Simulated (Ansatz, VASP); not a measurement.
**Two plane-wave programs on AlN**

```
CELL_PARAMETERS angstrom
-1.63784 2.83682 0.00000
0.00000 0.00000 4.10063
4.91352 2.83682 0.00000
ATOMIC_POSITIONS crystal
Al 0.59464 0.75000 0.07203
Al 0.00000 0.75000 0.66667
Al 0.00000 0.25000 0.33333
Al 0.50000 0.25000 0.83333
N 0.50000 0.25000 0.16667
N 0.00000 0.25000 0.66667
N 0.00000 0.75000 0.33333
N 0.50000 0.75000 0.83333
```

Alike in both runs: task single point; functional LDA; k mesh 8 × 6 × 4; occupations gaussian, width 0.05 eV; no spin polarisation.

|  | VASP | Ansatz |
| --- | --- | --- |
| version | VASP 6.6.1 | Ansatz 0.2.0 |
| potentials or method | VASP PAW LDA potentials, release 64 (Al, N), cutoff 520 eV | scalar-relativistic, plane waves, PAW |
| valence electrons in the cell | 32 | 32 |

```tsv
	VASP	Ansatz	Ansatz less VASP
gap on the k mesh at the Fermi level (eV)	1.67	1.66	-0.007
least direct gap on the mesh (eV)	1.74	1.73	-0.008
pressure (GPa)	21.9	21.1	-0.81
traceless stress, the component that is largest in VASP (GPa)	32.56	32.12	-0.435
rms of the force components (eV/Å)	7.748	7.705	-0.0432
```

Ansatz warns that its potentials were made for another functional, while VASP's fit it. LDA's correlation is that of Perdew and Zunger in VASP and of Perdew and Wang (1992) in Ansatz. Atom by atom the forces differ by 0.046 eV/Å (rms over components).
